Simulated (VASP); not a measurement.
A run of VASP 6.6.1 is set up as follows.

Contents of INCAR:

```
SYSTEM = Sr
  PREC = Accurate
  ENCUT = 520
  EDIFF = 1E-6
  ISMEAR = -1
  SIGMA = 0.13605693000000002
  LREAL = .FALSE.
  LASPH = .TRUE.
  NELM = 60
  ALGO = Normal
  ISIF = 2
  LWAVE = .FALSE.
  LCHARG = .FALSE.
  GGA = PS
  NBANDS = 11
```

File KPOINTS:

```
regular mesh
0
G
  10 10 10
  0 0 0
```

File POSCAR:

```
Sr
1.0
    0.0000000000      2.9690522130      2.9690522130
    2.9690522130      0.0000000000      2.9690522130
    2.9690522130      2.9690522130      0.0000000000
Sr
1
Direct
    0.0000000000      0.0000000000      0.0000000000
```

Potentials or basis: VASP PAW PBE potentials, release 64 (Sr_sv).

Command:

```sh
$ cat potpaw_PBE.64/Sr_sv/POTCAR > POTCAR
$ mpirun -np 1 vasp_std > vasp.out
```

Q: What does it give for the band gap on the k mesh?

A: Zero (bands 5 and 6 overlap by 0.02 eV).

Q: Predict the pressure.

A: 0.0 GPa.

Caveat: the PAW data sets were made with another functional, which shifts forces and pressure a little.
